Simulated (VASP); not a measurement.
Runs of VASP 6.6.1 on TaN (CsCl type). The structure is that of space group Pm-3m (No. 221), or close to it. The cells are those of the table. 

```tsv
task	cell	cutoff (eV)	gap on the mesh (eV)	pressure (GPa)
single point	a = 2.334 Å, 2 atoms	520	none	(a)
relaxation of cell and atoms	relaxed to 440 GPa from a = 2.336 Å, 2 atoms	600	none	440.0
single point	a = 2.336 Å, 2 atoms	520	none	451.4
relaxation of cell and atoms	relaxed to 440 GPa from a = 2.351 Å, 2 atoms	600	none	440.0
```

Alike in all rows: level PBE; potentials or basis VASP PAW PBE potentials, release 64 (Ta_pv, N); no spin polarisation; k mesh 16 × 16 × 16; smearing fermi-dirac 0.1 eV.

Problem. Estimate the missing entries.

Solution. (a) 456.9.

Caveats: spin-orbit coupling is left out, which moves the levels of the heavy elements; the cell is relaxed towards a set pressure, so the enthalpy falls and the energy may rise (some runs).

A k mesh can miss the band edges, and the runs leave out spin-orbit coupling on Ta.

A gap of «none» marks levels without a gap at the run's occupations.
